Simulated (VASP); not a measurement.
# GdN (P-6m2) in VASP: further runs

The runs below take GdN through relaxation of shape and atoms at fixed volume, single point, with PBEsol.

Program: VASP 6.6.1. These are calculated values, not measurements. Logs are shortened: lines on timing, memory, paths and dates and some standing lists are left out, and cuts for length are marked.

### Step 1. The cell of the first run

The structure is hexagonal, space group P-6m2 (No. 187). The conventional cell has a = 3.306 Å, b = 3.306 Å, c = 3.011 Å, α = 90.00°, β = 90.00°, γ = 120.00°. Gd (site symmetry -6m2) has 6 N at 2.43 Å and 8 Gd at 3.01 to 3.31 Å within 3.4 Å. N (site symmetry -6m2) has 6 Gd at 2.43 Å and 8 N at 3.01 to 3.31 Å within 3.4 Å.

### Step 2. Relaxation of shape and atoms at fixed volume, PBEsol, collinear spin, ferromagnetic start (14.25 Å³/atom)

Input file INCAR:

```
PREC     = Accurate       # precision mode
ENCUT    = 600            # plane-wave cutoff, eV
EDIFF    = 1E-6           # SCF threshold, eV
ISMEAR   = 0              # smearing method
SIGMA    = 0.05           # smearing width, eV
LREAL    = F              # projectors in reciprocal space
LASPH    = T              # aspherical terms in the spheres
NELM     = 150            # most SCF steps
ALGO     = Normal         # electronic algorithm
ISIF     = 4              # what is computed and relaxed
LWAVE    = F              # write WAVECAR
LCHARG   = F              # write CHGCAR
ISPIN    = 2              # spin polarisation
MAGMOM   = 7.51 0         # initial moments
LORBIT   = 11             # projections on sites
LMAXMIX  = 6              # l up to which the mixer works
GGA      = PS             # functional
IBRION   = 2              # ionic algorithm
NSW      = 60             # ionic steps
EDIFFG   = -0.01          # ionic threshold
```

Input file KPOINTS:

```
regular mesh
0
Gamma
  10 10 10
```

Input file POSCAR:

```
GdN
1.0
    3.3060474373      0.0000000000      0.0000000000
   -1.6530237187      2.8631210669      0.0000000000
    0.0000000000      0.0000000000      3.0112450738
Gd N
1 1
Direct
    0.0000000000      0.0000000000      0.0000000000
    0.6666666667      0.3333333333      0.5000000000
```

Potentials or basis: VASP PAW PBE potentials, release 64 (Gd, N).

Launch:

```bash
$ cat potpaw_PBE.64/Gd/POTCAR potpaw_PBE.64/N/POTCAR > POTCAR
$ mpirun -np 1 vasp_std > vasp.out
```

OUTCAR:

```text
PREC = Accurate
   ENCUT = 600
   EDIFF = 1E-6
   ISMEAR = 0
   LREAL = F
   LASPH = T
   NELM = 150
   ISIF = 4
   ISPIN = 2
   LORBIT = 11
   GGA = PS
   IBRION = 2
   NSW = 60
   EDIFFG = -0.01

 ion  position               nearest neighbor table
   1  0.000  0.000  0.000-   2 2.43   2 2.43   2 2.43   2 2.43   2 2.43   2 2.43
   2  0.667  0.333  0.500-   1 2.43   1 2.43   1 2.43   1 2.43   1 2.43   1 2.43

  LATTYP: Found a hexagonal cell.
 ALAT       =     3.3060474373
 C/A-ratio  =     0.9108293607

  Lattice vectors:

 A1 = (   3.3060474373,   0.0000000000,   0.0000000000)
 A2 = (  -1.6530237187,   2.8631210669,   0.0000000000)
 A3 = (   0.0000000000,   0.0000000000,   3.0112450738)

Analysis of symmetry for initial positions (statically):
=====================================================================
 Subroutine PRICEL returns:
 Original cell was already a primitive cell.

 Routine SETGRP: Setting up the symmetry group for a
 hexagonal supercell.

 Subroutine GETGRP returns: Found 12 space group operations
 (whereof 12 operations were pure point group operations)
 out of a pool of 24 trial point group operations.

The static configuration has the point symmetry D_3h.

Analysis of symmetry for dynamics (positions and initial velocities):
=====================================================================
 Subroutine PRICEL returns:
 Original cell was already a primitive cell.

 Routine SETGRP: Setting up the symmetry group for a
 hexagonal supercell.

 Subroutine GETGRP returns: Found 12 space group operations
 (whereof 12 operations were pure point group operations)
 out of a pool of 24 trial point group operations.

The dynamic configuration has the point symmetry D_3h.

Analysis of structural, dynamic, and magnetic symmetry:
=====================================================================
 Subroutine PRICEL returns:
 Original cell was already a primitive cell.

 Routine SETGRP: Setting up the symmetry group for a
 hexagonal supercell.

 Subroutine GETGRP returns: Found 12 space group operations
 (whereof 12 operations were pure point group operations)
 out of a pool of 24 trial point group operations.

The overall configuration has the point symmetry D_3h.

 Subroutine INISYM returns: Found 12 space group operations
 (whereof 12 operations are pure point group operations),
 and found     1 'primitive' translations

----------------------------------------------------------------------------------------

                                     Primitive cell

  volume of cell :      28.5033

  direct lattice vectors                    reciprocal lattice vectors
     3.306047437  0.000000000  0.000000000     0.302475999  0.174634599  0.000000000
    -1.653023719  2.863121067  0.000000000     0.000000000  0.349269198  0.000000000
     0.000000000  0.000000000  3.011245074     0.000000000  0.000000000  0.332088547

  length of vectors
     3.306047437  3.306047437  3.011245074     0.349269198  0.349269198  0.332088547

  position of ions in fractional coordinates (direct lattice)
     0.000000000  0.000000000  0.000000000
     0.666666667  0.333333333  0.500000000

  ion indices of the primitive-cell ions
   primitive index   ion index
                 1           1
                 2           2

----------------------------------------------------------------------------------------

 KPOINTS: regular mesh

Automatic generation of k-mesh.
 Grid dimensions read from file:
 generate k-points for:   10   10   10

 Generating k-lattice:

  Cartesian coordinates                     Fractional coordinates (reciprocal lattice)
     0.030247600  0.017463460  0.000000000     0.100000000 -0.000000000  0.000000000
     0.000000000  0.034926920  0.000000000     0.000000000  0.100000000  0.000000000
     0.000000000  0.000000000  0.033208855     0.000000000  0.000000000  0.100000000

  Length of vectors
     0.034926920  0.034926920  0.033208855

  Shift w.r.t. Gamma in fractional coordinates (k-lattice)
     0.000000000  0.000000000  0.000000000

 Subroutine IBZKPT returns following result:
 ===========================================

 Found     84 irreducible k-points:

 Following reciprocal coordinates:
            Coordinates               Weight
  0.000000  0.000000  0.000000      1.000000
  0.100000  0.000000  0.000000      6.000000
  0.200000  0.000000  0.000000      6.000000
  0.300000 -0.000000  0.000000      6.000000
  0.400000  0.000000  0.000000      6.000000
  0.500000  0.000000  0.000000      3.000000
[... 16 lines left out ...]
  0.300000  0.100000  0.100000     24.000000
  0.400000  0.100000  0.100000     24.000000
 [... further k-points ...]
   k-points           NKPTS =     84   k-points in BZ     NKDIM =     84   number of bands    NBANDS=     19
   number of dos      NEDOS =    301   number of ions     NIONS =      2
   total plane-waves  NPLWV =  18816
   dimension x,y,z NGX =    28 NGY =   28 NGZ =   24
   dimension x,y,z NGXF=    56 NGYF=   56 NGZF=   48
   ions per type =               1   1
   NGX,Y,Z   is equivalent  to a cutoff of  14.08, 14.08, 13.25 a.u.
   NGXF,Y,Z  is equivalent  to a cutoff of  28.16, 28.16, 26.50 a.u.
 SYSTEM =  unknown system
   PREC   = accura    normal or accurate (medium, high low for compatibility)
   ISTART =      0    job   : 0-new  1-cont  2-samecut
   ICHARG =      2    charge: 1-file 2-atom 10-const
   ISPIN  =      2    spin polarized calculation?
   LNONCOLLINEAR =      F non collinear calculations
   LSORBIT =      F    spin-orbit coupling
   LASPH  =      T    aspherical Exc in radial PAW
   ENCUT  =  600.0 eV  44.10 Ry    6.64 a.u.   6.60  6.60  6.01*2*pi/ulx,y,z
   NELM   =    150;   NELMIN=  2; NELMDL= -5     # of ELM steps
   EDIFF  = 0.1E-05   stopping-criterion for ELM
   LREAL  =      F    real-space projection
   EDIFFG = -.1E-01   stopping-criterion for IOM
   NSW    =     60    number of steps for IOM
   IBRION =      2    ionic relax: 0-MD 1-quasi-New 2-CG
   NFREE  =      1    steps in history (QN), initial steepest desc. (CG)
   ISIF   =      4    stress and relaxation
   ISYM   =      2    0-nonsym 1-usesym 2-fastsym
   POTIM  = 0.5000    time-step for ionic-motion
   TEBEG  =    0.0;   TEEND  =   0.0 temperature during run
   PSTRESS=    0.0 pullay stress
   NELECT =      23.0000    total number of electrons
   NUPDOWN=      -1.0000    fix difference up-down
   EMIN   =  10.00;   EMAX   =-10.00  energy-range for DOS
   EFERMI =   0.00;   METHOD = LEGACY
   ISMEAR =     0;   SIGMA  =   0.05  broadening in eV -4-tet -1-fermi 0-gaus
   EFERMI_NEDOS =   21; number of points for ismear=-14 and -15
   IALGO  =     38    algorithm
   IMIX   =      4    mixing-type and parameters
     AMIX     =   0.40;   BMIX     =  1.00
     AMIX_MAG =   1.60;   BMIX_MAG =  1.00
  volume/ion in A,a.u.               =      14.25        96.17
  Fermi-wavevector in a.u.,A,eV,Ry     =   1.524120  2.880169 31.605539  2.322942
  Thomas-Fermi vector in A             =   2.632470
   LORBIT       =     11    0 simple, 1 ext, 2 COOP (PROOUT), +10 PAW based schemes
   GGA     = PS    functional components
   LHFCALC =     F    Hartree Fock is set to
   AEXX    =    0.0000 exact exchange contribution
   IVDW    =     0    specifies the selected vdW correction
   LEPSILON=     F    determine dielectric tensor
   LRPA    =     F    only Hartree local field effects (RPA)
 conjugate gradient relaxation of ions
 spin polarized calculation
 Gauss-broadening in eV      SIGMA  =   0.05
  energy-cutoff  :      600.00
  volume of cell :       28.50
 maximum number of plane-waves:       980
 NGX is ok and might be reduce to    28
   NGX = 13   NGY = 13   NGZ = 13

--------------------------------------- Ionic step        1  -------------------------------------------

 number of electron      23.0000000 magnetization       7.0027449

 Free energy of the ion-electron system (eV)
  ---------------------------------------------------
  ext. energy  EPLUGINS =         0.00000000
  ---------------------------------------------------
  free energy    TOTEN  =       -23.23810631 eV

  energy without entropy =      -23.23795702  energy(sigma->0) =      -23.23803166

------------------------ aborting loop because EDIFF is reached ----------------------------------------

  FORCE on cell =-STRESS in cart. coord.  units (eV):
  Direction    XX          YY          ZZ          XY          YZ          ZX
  --------------------------------------------------------------------------------------
  -------------------------------------------------------------------------------------
  Total        1.1073967      1.1073967      1.2527897     -0.0000000     -0.0000000      0.0000000
  in kB       62.2470699     62.2470699     70.4196516     -0.0000000     -0.0000000      0.0000000
  external PRESSURE =      64.9712638 kB  Pullay stress =       0.0000000 kB
[... 57 lines left out ...]
  energy  without entropy=      -23.2380071189  energy(sigma->0) =      -23.23807809

--------------------------------------- Ionic step        3  -------------------------------------------

 number of electron      23.0000000 magnetization       7.0000471

 Free energy of the ion-electron system (eV)
  ---------------------------------------------------
  ext. energy  EPLUGINS =         0.00000000
  ---------------------------------------------------
  free energy    TOTEN  =       -23.23820109 eV

  energy without entropy =      -23.23805434  energy(sigma->0) =      -23.23812771

 E-fermi :   4.4252     XC(G=0): -12.2081

 val. band max:        4.4068853422   @ k =   0.1000   0.1000   0.0000
 cond. band min:       4.5234562759   @ k =   0.2000   0.0000   0.0000
 fundamental gap:      0.1165709337
 Fermi energy:         4.4251527320

 spin component 1

 k-point     1 :       0.0000    0.0000    0.0000
  band No.  band energies     occupation
      1     -39.4460      1.00000
      2     -16.3513      1.00000
      3     -16.3513      1.00000
      4     -16.0721      1.00000
      5      -8.8970      1.00000
      6       0.9854      1.00000
[... 11 lines left out ...]
     18      10.7462      0.00000
     19      10.7462      0.00000
[... 491 lines left out ...]
      5      -7.3351      1.00000
      6       0.4549      1.00000
[... 11 lines left out ...]
     18      10.7451      0.00000
     19      11.8907      0.00000

 [... further k-points ...]

 spin component 2

 k-point     1 :       0.0000    0.0000    0.0000
  band No.  band energies     occupation
      1     -36.4011      1.00000
      2     -14.1092      1.00000
      3     -14.1092      1.00000
      4     -13.8038      1.00000
      5      -8.7956      1.00000
      6       2.7532      1.00000
[... 11 lines left out ...]
     18      11.5823      0.00000
     19      11.5823      0.00000
[... 535 lines left out ...]
  FREE ENERGIE OF THE ION-ELECTRON SYSTEM (eV)
  ---------------------------------------------------
  free  energy   TOTEN  =       -23.2382010871 eV

  energy  without entropy=      -23.2380543362  energy(sigma->0) =      -23.23812771

 reached required accuracy - stopping structural energy minimisation

 total charge

# of ion       s       p       d       f       tot
--------------------------------------------------
    1        2.045   5.629   0.622   7.028  15.325
    2        1.240   2.406   0.000   0.000   3.646
--------------------------------------------------
tot          3.285   8.035   0.622   7.028  18.970

 magnetization (x)

# of ion       s       p       d       f       tot
--------------------------------------------------
    1        0.001  -0.064   0.091   6.765   6.793
    2       -0.005  -0.042   0.000   0.000  -0.048
--------------------------------------------------
tot         -0.005  -0.106   0.091   6.765   6.745
```

Run time: 4.8 min. Hardware: 1 thread of Intel Xeon 6975P-C (Granite Rapids), shared host; peak memory 0.27 GiB.

What came out:

```yaml
Free_energy: -23.2382 eV
Energy_gained_by_relaxing: 0.0 meV/atom
Ionic_steps: 3
Pressure_after_relaxing: 6.6 GPa
Band_gap_on_the_k_mesh: zero (filled and empty bands overlap)
Net_moment: 7.00 μB per cell
Site_moments: Gd +6.79; N -0.05 μB
Valence_electrons_inside_the_program's_atomic_spheres: Gd 15.32; N 3.65
```

Final structure:
```
CELL_PARAMETERS angstrom
3.30396 0.00000 0.00000
-1.65198 2.86131 0.00000
0.00000 0.00000 3.01505
ATOMIC_POSITIONS crystal
Gd 0.00000 0.00000 0.00000
N 0.66667 0.33333 0.50000
```

Caveat: the PAW data sets were made with another functional, which shifts forces and pressure a little; spin-orbit coupling is left out, which moves the levels of the heavy elements; a cell with one magnetic atom can't hold antiferromagnetic order, which such compounds often take; semilocal functionals describe open f shells poorly, which spoils levels, moments and volumes.

### Step 3. Single point, PBEsol, collinear spin, ferromagnetic start (14.25 Å³/atom)

Input file INCAR:

```
SYSTEM = GdN
PREC = Accurate ; ENCUT = 520
EDIFF = 1E-6 ; ISMEAR = 0
SIGMA = 0.05 ; LREAL = .FALSE.
LASPH = .TRUE. ; NELM = 150
ALGO = Normal ; ISIF = 2
LWAVE = .FALSE. ; LCHARG = .TRUE.
ISPIN = 2 ; MAGMOM = 7.51 0
LORBIT = 11 ; LMAXMIX = 6
GGA = PS ; LELF = .TRUE.
LVHAR = .TRUE. ; NBANDS = 22
```

Input file KPOINTS:

```
Automatic mesh
0
G
  10 10 10
  0 0 0
```

Input file POSCAR:

```
GdN
1.0
    3.3043308607      0.0000000000      0.0000000000
   -1.6521654304      2.8616344678      0.0000000000
    0.0000000000      0.0000000000      3.0143745278
Gd N
1 1
Direct
    0.0000000000      0.0000000000      0.0000000000
    0.6666666667      0.3333333333      0.5000000000
```

Potentials or basis: VASP PAW PBE potentials, release 64 (Gd, N).

Launch:

```bash
$ cat potpaw_PBE.64/Gd/POTCAR potpaw_PBE.64/N/POTCAR > POTCAR
$ mpirun -np 1 vasp_std > vasp.out
```

Run time: 4.4 min. Hardware: 1 thread of Intel Xeon Platinum 8488C (Sapphire Rapids), shared host; peak memory 0.24 GiB.

The run converged. Its results:

| Property | Result |
| --- | --- |
| Free energy | -23.2347 eV |
| Pressure | 6.6 GPa |
| Band gap on the k mesh | zero (filled and empty bands overlap) |
| Net moment | 7.00 μB per cell |
| Site moments | Gd +6.79; N -0.05 μB |
| Valence electrons inside the program's atomic spheres | Gd 15.32; N 3.66 |

Stress tensor (GPa, compression positive):
```
6.54 0.00 0.00
0.00 6.54 0.00
0.00 0.00 6.73
```

Levels at points of the mesh, in eV from the Fermi level:
Spin up:
```tsv
k point	band 12	band 13	band 14	band 15	band 16	band 17	band 18	band 19
(0.00, 0.00, 0.00)	-3.10	-1.72	-1.72	-0.57	0.62	3.46	6.32	6.32
(0.50, 0.00, 0.00)	-3.10	-3.04	-1.09	-0.09	-0.05	5.74	6.90	7.98
(0.00, 0.00, 0.50)	-3.05	-3.05	-0.76	-0.76	3.15	3.15	5.35	5.55
(0.50, 0.00, 0.50)	-3.06	-3.05	-2.45	-1.99	3.12	6.05	8.27	8.94
```
Spin down:
| k point | band 5 | band 6 | band 7 | band 8 | band 9 | band 10 | band 11 | band 12 |
| --- | --- | --- | --- | --- | --- | --- | --- | --- |
| (0.00, 0.00, 0.00) | -13.22 | -1.67 | -1.67 | -0.12 | 0.29 | 1.25 | 1.97 | 1.97 |
| (0.50, 0.00, 0.00) | -11.49 | -3.50 | -1.41 | -0.67 | 0.73 | 1.79 | 1.80 | 2.12 |
| (0.00, 0.00, 0.50) | -10.69 | -4.38 | -1.43 | -1.43 | 1.52 | 1.80 | 2.23 | 2.28 |
| (0.50, 0.00, 0.50) | -12.41 | -3.02 | -2.46 | -2.25 | 1.87 | 1.91 | 1.97 | 2.14 |

Caveat: the cell stands under pressure; the PAW data sets were made with another functional, which shifts forces and pressure a little; spin-orbit coupling is left out, which moves the levels of the heavy elements; a cell with one magnetic atom can't hold antiferromagnetic order, which such compounds often take; semilocal functionals describe open f shells poorly, which spoils levels, moments and volumes.

(Continued in part 2 of 2.)
